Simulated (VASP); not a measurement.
Runs of VASP 6.6.1 on HgTe. The structure is that of space group I-4m2 (No. 119), or close to it. The cells are those of the table. 

```csv
cell,gap on the mesh (eV),pressure (GPa)
"a = 4.764, b = 4.764, c = 4.937 Å, angles 58.8, 58.8, 62.4°, 2 atoms",-,(a)
"a = 4.708, b = 4.708, c = 4.467 Å, angles 61.7, 61.7, 56.6°, 2 atoms",none,2.1
"a = 4.708, b = 4.708, c = 4.937 Å, angles 58.4, 58.4, 63.2°, 2 atoms",-,-1.4
"a = 4.647, b = 4.647, c = 4.467 Å, angles 61.3, 61.3, 57.5°, 2 atoms",none,3.3
```

Alike in all rows: task single point; level PBE; potentials or basis VASP PAW PBE potentials, release 64 (Hg, Te); no spin polarisation; k mesh 16 × 16 × 16; cutoff (eV) 520; smearing gaussian 0.15 eV.

Task: Estimate the missing entries.

Result: (a) -2.1.

Caveats: spin-orbit coupling is left out, which moves the levels of the heavy elements.

A k mesh can miss the band edges, and the runs leave out spin-orbit coupling on Hg, Te.

A gap of «none» marks levels without a gap at the run's occupations.
